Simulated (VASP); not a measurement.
Mn, 1 atom in the cell. Symmetry: Fm-3m, No. 225, cubic system. Conventional cell: a = 3.612 Å, b = 3.612 Å, c = 3.612 Å, α = 90.00°, β = 90.00°, γ = 90.00°. Within 3.4 Å of Mn (site symmetry m-3m) lie 12 Mn at 2.55 Å.  This cell differs from its parent crystal: volume scaled by 1.08.

* Program: VASP 6.6.1
* Task: single point
* Functional: revPBE
* Potentials or basis: VASP PAW PBE potentials, release 64 (Mn_pv)
* Cutoff: 520 eV
* k mesh: 17 × 17 × 17
* Occupations: fermi-dirac, width 0.1 eV
* Spin: no spin polarisation
* Dipole correction: no
* Further INCAR settings: ALGO = Normal; EDIFF = 1e-07; NBANDS = 12

Potentials or basis: VASP PAW PBE potentials, release 64 (Mn_pv).

The run is started by

```sh
$ cat potpaw_PBE.64/Mn_pv/POTCAR > POTCAR
$ mpirun -np 1 vasp_std > vasp.out
```

Hardware: 1 thread of Intel(R) Xeon(R) Platinum 8175M CPU @ 2.50GHz (Skylake/Cascade Lake), on a shared host.

Task: How long does it take, and how much memory?

Result: Run time: 29 s on 1 thread of Intel(R) Xeon(R) Platinum 8175M CPU @ 2.50GHz (Skylake/Cascade Lake), with other jobs on the host, peak memory 0.14 GiB. Counts: scf iterations 13, k points 165.
